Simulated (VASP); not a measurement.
# YTl (Fm-3m) in VASP: a series of runs

YTl is run at these levels: LDA; tasks: relaxation of cell and atoms.

Everything below comes from runs of VASP 6.6.1. Logs are shortened: lines on timing, memory, paths and dates and some standing lists are left out, and cuts for length are marked.

## (1) The cell of the first run

It takes space group Fm-3m (No. 225, cubic). Conventional cell: a = 6.100 Å, b = 6.100 Å, c = 6.100 Å, α = 90.00°, β = 90.00°, γ = 90.00°. Y (site symmetry m-3m) has 6 Tl at 3.05 Å within 4.0 Å. Within 4.0 Å of Tl (site symmetry m-3m) lie 6 Y at 3.05 Å.

## (2) Relaxation of cell and atoms, LDA

File INCAR:

```
PREC     = Accurate       # precision mode
ENCUT    = 600            # plane-wave cutoff, eV
EDIFF    = 1E-7           # SCF threshold, eV
ISMEAR   = 0              # smearing method
SIGMA    = 0.05           # smearing width, eV
LREAL    = F              # projectors in reciprocal space
LASPH    = T              # aspherical terms in the spheres
NELM     = 100            # most SCF steps
ALGO     = Normal         # electronic algorithm
ISIF     = 3              # what is computed and relaxed
LWAVE    = F              # write WAVECAR
LCHARG   = F              # write CHGCAR
IBRION   = 2              # ionic algorithm
NSW      = 80             # ionic steps
EDIFFG   = -0.01          # ionic threshold
```

File KPOINTS:

```
Automatic mesh
0
Gamma
  5 5 5
```

File POSCAR:

```
YTl
1.0
    0.0000000000      3.0500000000      3.0500000000
    3.0500000000      0.0000000000      3.0500000000
    3.0500000000      3.0500000000      0.0000000000
Y Tl
1 1
Direct
    0.0000000000      0.0000000000      0.0000000000
    0.5000000000      0.5000000000      0.5000000000
```

Potentials or basis: VASP PAW LDA potentials, release 64 (Y_sv, Tl_d).

The run is started by

```console
cat potpaw_LDA.64/Y_sv/POTCAR potpaw_LDA.64/Tl_d/POTCAR > POTCAR
mpirun -np 1 vasp_std > vasp.out
```

OUTCAR:

```text
PREC = Accurate
   ENCUT = 600
   EDIFF = 1E-7
   ISMEAR = 0
   LREAL = F
   LASPH = T
   NELM = 100
   ISIF = 3
   IBRION = 2
   NSW = 80
   EDIFFG = -0.01

 ion  position               nearest neighbor table
   1  0.000  0.000  0.000-   2 3.05   2 3.05   2 3.05   2 3.05   2 3.05   2 3.05
   2  0.500  0.500  0.500-   1 3.05   1 3.05   1 3.05   1 3.05   1 3.05   1 3.05

  LATTYP: Found a face centered cubic cell.
 ALAT       =     6.1000000000

  Lattice vectors:

 A1 = (   0.0000000000,   3.0500000000,   3.0500000000)
 A2 = (   3.0500000000,   0.0000000000,   3.0500000000)
 A3 = (   3.0500000000,   3.0500000000,   0.0000000000)

Analysis of symmetry for initial positions (statically):
=====================================================================
 Subroutine PRICEL returns:
 Original cell was already a primitive cell.

 Routine SETGRP: Setting up the symmetry group for a
 face centered cubic supercell.

 Subroutine GETGRP returns: Found 48 space group operations
 (whereof 48 operations were pure point group operations)
 out of a pool of 48 trial point group operations.

The static configuration has the point symmetry O_h .

Analysis of symmetry for dynamics (positions and initial velocities):
=====================================================================
 Subroutine PRICEL returns:
 Original cell was already a primitive cell.

 Routine SETGRP: Setting up the symmetry group for a
 face centered cubic supercell.

 Subroutine GETGRP returns: Found 48 space group operations
 (whereof 48 operations were pure point group operations)
 out of a pool of 48 trial point group operations.

The dynamic configuration has the point symmetry O_h .

 Subroutine INISYM returns: Found 48 space group operations
 (whereof 48 operations are pure point group operations),
 and found     1 'primitive' translations

----------------------------------------------------------------------------------------

                                     Primitive cell

  volume of cell :      56.7452

  direct lattice vectors                    reciprocal lattice vectors
     0.000000000  3.050000000  3.050000000    -0.163934426  0.163934426  0.163934426
     3.050000000  0.000000000  3.050000000     0.163934426 -0.163934426  0.163934426
     3.050000000  3.050000000  0.000000000     0.163934426  0.163934426 -0.163934426

  length of vectors
     4.313351365  4.313351365  4.313351365     0.283942755  0.283942755  0.283942755

  position of ions in fractional coordinates (direct lattice)
     0.000000000  0.000000000  0.000000000
     0.500000000  0.500000000  0.500000000

  ion indices of the primitive-cell ions
   primitive index   ion index
                 1           1
                 2           2

----------------------------------------------------------------------------------------

 KPOINTS: Automatic mesh

Automatic generation of k-mesh.
 Grid dimensions read from file:
 generate k-points for:    5    5    5

 Generating k-lattice:

  Cartesian coordinates                     Fractional coordinates (reciprocal lattice)
    -0.032786885  0.032786885  0.032786885     0.200000000  0.000000000  0.000000000
     0.032786885 -0.032786885  0.032786885     0.000000000  0.200000000  0.000000000
     0.032786885  0.032786885 -0.032786885     0.000000000  0.000000000  0.200000000

  Length of vectors
     0.056788551  0.056788551  0.056788551

  Shift w.r.t. Gamma in fractional coordinates (k-lattice)
     0.000000000  0.000000000  0.000000000

 Subroutine IBZKPT returns following result:
 ===========================================

 Found     10 irreducible k-points:

 Following reciprocal coordinates:
            Coordinates               Weight
  0.000000  0.000000  0.000000      1.000000
  0.200000  0.000000  0.000000      8.000000
  0.400000  0.000000  0.000000      8.000000
  0.200000  0.200000  0.000000      6.000000
  0.400000  0.200000  0.000000     24.000000
 -0.400000  0.200000  0.000000     24.000000
 -0.200000  0.200000  0.000000     12.000000
  0.400000  0.400000  0.000000      6.000000
 -0.400000  0.400000  0.000000     12.000000
 -0.400000  0.400000  0.200000     24.000000
   k-points           NKPTS =     10   k-points in BZ     NKDIM =     10   number of bands    NBANDS=     16
   number of dos      NEDOS =    301   number of ions     NIONS =      2
   total plane-waves  NPLWV =  46656
   dimension x,y,z NGX =    36 NGY =   36 NGZ =   36
   dimension x,y,z NGXF=    72 NGYF=   72 NGZF=   72
   ions per type =               1   1
   NGX,Y,Z   is equivalent  to a cutoff of  13.88, 13.88, 13.88 a.u.
   NGXF,Y,Z  is equivalent  to a cutoff of  27.75, 27.75, 27.75 a.u.
 SYSTEM =  unknown system
   PREC   = accura    normal or accurate (medium, high low for compatibility)
   ISTART =      0    job   : 0-new  1-cont  2-samecut
   ICHARG =      2    charge: 1-file 2-atom 10-const
   ISPIN  =      1    spin polarized calculation?
   LNONCOLLINEAR =      F non collinear calculations
   LSORBIT =      F    spin-orbit coupling
   LASPH  =      T    aspherical Exc in radial PAW
   ENCUT  =  600.0 eV  44.10 Ry    6.64 a.u.   8.61  8.61  8.61*2*pi/ulx,y,z
   NELM   =    100;   NELMIN=  2; NELMDL= -5     # of ELM steps
   EDIFF  = 0.1E-06   stopping-criterion for ELM
   LREAL  =      F    real-space projection
   EDIFFG = -.1E-01   stopping-criterion for IOM
   NSW    =     80    number of steps for IOM
   IBRION =      2    ionic relax: 0-MD 1-quasi-New 2-CG
   NFREE  =      1    steps in history (QN), initial steepest desc. (CG)
   ISIF   =      3    stress and relaxation
   ISYM   =      2    0-nonsym 1-usesym 2-fastsym
   POTIM  = 0.5000    time-step for ionic-motion
   TEBEG  =    0.0;   TEEND  =   0.0 temperature during run
   PSTRESS=    0.0 pullay stress
   NELECT =      24.0000    total number of electrons
   NUPDOWN=      -1.0000    fix difference up-down
   EMIN   =  10.00;   EMAX   =-10.00  energy-range for DOS
   EFERMI =   0.00;   METHOD = LEGACY
   ISMEAR =     0;   SIGMA  =   0.05  broadening in eV -4-tet -1-fermi 0-gaus
   EFERMI_NEDOS =   21; number of points for ismear=-14 and -15
   IALGO  =     38    algorithm
   IMIX   =      4    mixing-type and parameters
     AMIX     =   0.40;   BMIX     =  1.00
     AMIX_MAG =   1.60;   BMIX_MAG =  1.00
  volume/ion in A,a.u.               =      28.37       191.47
  Fermi-wavevector in a.u.,A,eV,Ry     =   1.228859  2.322207 20.546084  1.510095
  Thomas-Fermi vector in A             =   2.363768
   LORBIT       =      0    0 simple, 1 ext, 2 COOP (PROOUT), +10 PAW based schemes
   GGA     = CA    functional components
   LHFCALC =     F    Hartree Fock is set to
   AEXX    =    0.0000 exact exchange contribution
   IVDW    =     0    specifies the selected vdW correction
   LEPSILON=     F    determine dielectric tensor
   LRPA    =     F    only Hartree local field effects (RPA)
 conjugate gradient relaxation of ions
 non-spin polarized calculation
 Gauss-broadening in eV      SIGMA  =   0.05
  energy-cutoff  :      600.00
  volume of cell :       56.75
 maximum number of plane-waves:      1917
   NGX = 17   NGY = 17   NGZ = 17

--------------------------------------- Ionic step        1  -------------------------------------------

 number of electron      24.0000002 magnetization

 Free energy of the ion-electron system (eV)
  ---------------------------------------------------
  ext. energy  EPLUGINS =         0.00000000
  ---------------------------------------------------
  free energy    TOTEN  =       -10.25464713 eV

  energy without entropy =      -10.24114160  energy(sigma->0) =      -10.24789437

------------------------ aborting loop because EDIFF is reached ----------------------------------------

  FORCE on cell =-STRESS in cart. coord.  units (eV):
  Direction    XX          YY          ZZ          XY          YZ          ZX
  --------------------------------------------------------------------------------------
  -------------------------------------------------------------------------------------
  Total        0.1027553      0.1027553      0.1027553      0.0000000      0.0000000     -0.0000000
  in kB        2.9012508      2.9012508      2.9012508      0.0000000      0.0000000     -0.0000000
  external PRESSURE =       2.9012508 kB  Pullay stress =       0.0000000 kB

 VOLUME and BASIS-vectors are now :
 -----------------------------------------------------------------------------
  energy-cutoff  :      600.00
  volume of cell :       56.75
      direct lattice vectors                 reciprocal lattice vectors
     0.000000000  3.050000000  3.050000000    -0.163934426  0.163934426  0.163934426
     3.050000000  0.000000000  3.050000000     0.163934426 -0.163934426  0.163934426
     3.050000000  3.050000000  0.000000000     0.163934426  0.163934426 -0.163934426
[... 37 lines left out ...]
 POSITION                                       TOTAL-FORCE (eV/Angst)
 -----------------------------------------------------------------------------------
      3.05756      3.05756     -0.00000        -0.000000     -0.000000      0.000000
      3.05756      3.05756      3.05756         0.000000      0.000000     -0.000000
 -----------------------------------------------------------------------------------
    total drift:                                0.000000      0.000000      0.000000

  FREE ENERGIE OF THE ION-ELECTRON SYSTEM (eV)
  ---------------------------------------------------
  free  energy   TOTEN  =       -10.2548448645 eV

  energy  without entropy=      -10.2414559612  energy(sigma->0) =      -10.24815041

--------------------------------------- Ionic step        3  -------------------------------------------

 number of electron      24.0000002 magnetization

 Free energy of the ion-electron system (eV)
  ---------------------------------------------------
  ext. energy  EPLUGINS =         0.00000000
  ---------------------------------------------------
  free energy    TOTEN  =       -10.25490608 eV

  energy without entropy =      -10.24147790  energy(sigma->0) =      -10.24819199

 E-fermi :   4.6520     XC(G=0): -10.3086

 val. band max:        4.6427663600   @ k =  -0.2000   0.2000   0.0000
 cond. band min:       4.6605012647   @ k =  -0.4000   0.2000   0.0000
 fundamental gap:      0.0177349047
 Fermi energy:         4.6519641084

 k-point     1 :       0.0000    0.0000    0.0000
  band No.  band energies     occupation
      1     -37.7112      2.00000
      2     -17.8089      2.00000
      3     -17.8089      2.00000
      4     -17.8089      2.00000
      5      -6.7850      2.00000
      6      -6.7850      2.00000
[... 8 lines left out ...]
     15       7.5943      0.00000
     16       8.7754      0.00000
[... 191 lines left out ...]
 POSITION                                       TOTAL-FORCE (eV/Angst)
 -----------------------------------------------------------------------------------
      0.00000      0.00000      0.00000         0.000000      0.000000      0.000000
      3.05510      3.05510      3.05510        -0.000000     -0.000000     -0.000000
 -----------------------------------------------------------------------------------
    total drift:                                0.000000      0.000000      0.000000

  FREE ENERGIE OF THE ION-ELECTRON SYSTEM (eV)
  ---------------------------------------------------
  free  energy   TOTEN  =       -10.2549060778 eV

  energy  without entropy=      -10.2414778986  energy(sigma->0) =      -10.24819199

 reached required accuracy - stopping structural energy minimisation
```

Run time: 43 s. Hardware: 1 thread of Intel Xeon Platinum 8488C (Sapphire Rapids), shared host; peak memory 0.19 GiB.

Results:

* Free energy: -10.2549 eV
* Relaxed volume: 28.52 Å³/atom
* Relaxed cell: a = 4.321 Å, b = 4.321 Å, c = 4.321 Å, α = 60.00°, β = 60.00°, γ = 60.00°
* Space group after relaxing (to 0.1 Å): Fm-3m (No. 225)
* Energy gained by relaxing: 0.1 meV/atom
* Ionic steps: 3
* Pressure after relaxing: 0.0 GPa
* Band gap on the k mesh: zero (bands 12 and 13 overlap by 1.94 eV)

Step by step:
```csv
step,energy change (eV),largest force (eV/Å),pressure (GPa),volume (Å³)
1,0.0000,0.0000,0.29,56.75
2,-0.0002,0.0000,-0.14,57.17
3,-0.0003,0.0000,0.00,57.03
```

Final structure:
```cif
data_structure
_symmetry_space_group_name_H-M 'P 1'
_symmetry_Int_Tables_number 1
_cell_length_a 4.3206
_cell_length_b 4.3206
_cell_length_c 4.3206
_cell_angle_alpha 60.000
_cell_angle_beta 60.000
_cell_angle_gamma 60.000
_cell_volume 57.03
loop_
_atom_site_label
_atom_site_type_symbol
_atom_site_fract_x
_atom_site_fract_y
_atom_site_fract_z
_atom_site_occupancy
Y1 Y 0.00000 0.00000 0.00000 1
Tl1 Tl 0.50000 0.50000 0.50000 1
```

Caveat: spin-orbit coupling is left out, which moves the levels of the heavy elements.

## (3) Relaxation of cell and atoms, LDA

This run uses another cell than the first one, of 28.45 Å³/atom.

File INCAR:

```
  PREC = Accurate
  ENCUT = 600
  EDIFF = 1E-7
  ISMEAR = 0
  SIGMA = 0.05
  LREAL = F
  LASPH = T
  NELM = 60
  ALGO = Normal
  ISIF = 3
  LWAVE = F
  LCHARG = F
  GGA = CA
  IBRION = 2
  NSW = 80
  EDIFFG = -0.01
```

KPOINTS is that of step 2.

File POSCAR:

```
YTl
1.0
    0.0000000000      3.0527297352      3.0527297352
    3.0527297352      0.0000000000      3.0527297352
    3.0527297352      3.0527297352      0.0000000000
Y Tl
1 1
Direct
    0.0000000000      0.0000000000      0.0000000000
    0.5000000000      0.5000000000      0.5000000000
```

Potentials or basis: VASP PAW LDA potentials, release 64 (Y_sv, Tl_d).

The run is started by

```console
cat potpaw_LDA.64/Y_sv/POTCAR potpaw_LDA.64/Tl_d/POTCAR > POTCAR
mpirun -np 1 vasp_std > vasp.out
```

It took 43 s on 1 thread of Intel Xeon Platinum 8488C (Sapphire Rapids), shared host; peak memory 0.19 GiB.

Results (log left out):

```yaml
Free_energy: -10.2549 eV
Relaxed_volume: 28.52 Å³/atom
Relaxed_cell: a = 4.321 Å, b = 4.321 Å, c = 4.321 Å, α = 60.00°, β = 60.00°, γ = 60.00°
Space_group_after_relaxing_to_0.1_Å: Fm-3m (No. 225)
Energy_gained_by_relaxing: 0.0 meV/atom
Ionic_steps: 3
Pressure_after_relaxing: 0.0 GPa
Band_gap_on_the_k_mesh: zero (bands 12 and 13 overlap by 1.94 eV)
```

Final structure:
```cif
data_structure
_symmetry_space_group_name_H-M 'P 1'
_symmetry_Int_Tables_number 1
_cell_length_a 4.3206
_cell_length_b 4.3206
_cell_length_c 4.3206
_cell_angle_alpha 60.000
_cell_angle_beta 60.000
_cell_angle_gamma 60.000
_cell_volume 57.03
loop_
_atom_site_label
_atom_site_type_symbol
_atom_site_fract_x
_atom_site_fract_y
_atom_site_fract_z
_atom_site_occupancy
Y1 Y 0.00000 0.00000 0.00000 1
Tl1 Tl 0.50000 0.50000 0.50000 1
```

Levels at points of the mesh, in eV from the Fermi level:
| k point | band 8 | band 9 | band 10 | band 11 | band 12 | band 13 | band 14 | band 15 | band 16 |
| --- | --- | --- | --- | --- | --- | --- | --- | --- | --- |
| (0.00, 0.00, 0.00) | -11.28 | -11.28 | -8.17 | 1.87 | 1.87 | 1.87 | 2.94 | 2.94 | 4.12 |

Caveat: spin-orbit coupling is left out, which moves the levels of the heavy elements.
